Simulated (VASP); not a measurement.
Wanted: the native input for a VASP 6.6.1 run.

* Task: single point
* Functional: PBE
* Potentials or basis: VASP PAW PBE potentials, release 64 (Ru_pv, F)
* Cutoff: 520 eV
* k mesh: 6 × 6 × 6
* Occupations: gaussian, width 0.1 eV
* Spin: collinear spin, ferromagnetic start
* Starting moments: [1.0, 1.0, 0.0] μB
* Dipole correction: no
* Further INCAR settings: ALGO = Normal; EDIFF = 1e-07; NBANDS = 28

The structure of Ru2F lies in POSCAR:

```
Ru2F
1.0
   -1.7970988400      1.7970988400      2.4015724800
    1.7970988400     -1.7970988400      2.4015724800
    1.7970988400      1.7970988400     -2.4015724800
Ru F
2 1
Direct
    0.7500000000      0.2500000000      0.5000000000
    0.2500000000      0.7500000000      0.5000000000
    0.0000000000      0.0000000000      0.0000000000
```

These files were run (other wordings do the same):

INCAR

```
SYSTEM = Ru2F
ALGO     = Normal         ! electronic algorithm
EDIFF    = 1E-7           ! SCF threshold, eV
ENCUT    = 520            ! plane-wave cutoff, eV
GGA      = PE             ! functional
ISIF     = 2              ! what is computed and relaxed
ISMEAR   = 0              ! smearing method
ISPIN    = 2              ! spin polarisation
LASPH    = .TRUE.         ! aspherical terms in the spheres
LCHARG   = .FALSE.        ! write CHGCAR
LMAXMIX  = 4              ! l up to which the mixer works
LORBIT   = 11             ! projections on sites
LREAL    = .FALSE.        ! projectors in reciprocal space
LWAVE    = .FALSE.        ! write WAVECAR
MAGMOM   = 1 1 0          ! initial moments
NBANDS   = 28             ! bands
NELM     = 150            ! most SCF steps
PREC     = Accurate       ! precision mode
SIGMA    = 0.1            ! smearing width, eV
```

KPOINTS

```
k-points
0
G
  6 6 6
  0 0 0
```

Potentials or basis: VASP PAW PBE potentials, release 64 (Ru_pv, F).

Command:

```bash
$ cat potpaw_PBE.64/Ru_pv/POTCAR potpaw_PBE.64/F/POTCAR > POTCAR
$ mpirun -np 1 vasp_std > vasp.out
```

It gave:

- Pressure: 91.9 GPa
- Net moment: 0.00 μB per cell
- Valence electrons inside the program's atomic spheres: Ru 12.91; F 6.14

Caveat: the k points lie up to 0.41 Å⁻¹ apart.

Wall time 30 s on 1 thread of Intel(R) Xeon(R) 6975P-C (Granite Rapids), with other jobs on the host, peak memory 0.19 GiB.
